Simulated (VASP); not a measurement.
# Ta: single point with PBEsol

Crystal: Ta.

```
CELL_PARAMETERS angstrom
-1.66181 1.66181 1.66181
1.66181 -1.66181 1.66181
1.66181 1.66181 -1.66181
ATOMIC_POSITIONS crystal
Ta 0.00000 0.00000 0.00000
```

This cell differs from its parent crystal: volume 18.357 Å^3 an atom, c/a of the conventional cell 1.0000.

```json
{
 "Program": "VASP 6.6.1",
 "Task": "single point",
 "Functional": "PBEsol",
 "Potentials or basis": "VASP PAW PBE potentials, release 64 (Ta_pv)",
 "Cutoff": "520 eV",
 "k mesh": "22 × 22 × 22",
 "Occupations": "gaussian, width 0.15 eV",
 "Spin": "no spin polarisation",
 "Dipole correction": "no",
 "Further INCAR settings": "ALGO = Normal; EDIFF = 1e-06; NBANDS = 12"
}
```

```
Pressure : -7.2 GPa
```

Levels at points of the mesh, in eV from the Fermi level:
```tsv
k point	band 2	band 3	band 4	band 5	band 6	band 7	band 8	band 9	band 10	band 11
(0.00, 0.00, 0.00)	-33.10	-33.10	-7.85	0.72	0.72	0.72	3.93	3.93	14.60	14.96
(0.50, 0.00, 0.00)	-33.46	-33.11	-4.30	-1.49	1.53	3.79	4.80	7.62	11.40	11.88
(0.50, 0.50, 0.50)	-33.87	-33.87	-3.69	-3.69	6.69	6.69	6.69	8.49	8.49	8.49
```

Wall time 38 s on 1 thread of AMD EPYC 9R45 96-Core Processor (Zen 5), with other jobs on the host, peak memory 0.17 GiB.

Caveat: the PAW data sets were made with another functional, which shifts forces and pressure a little; spin-orbit coupling is left out, which moves the levels of the heavy elements.
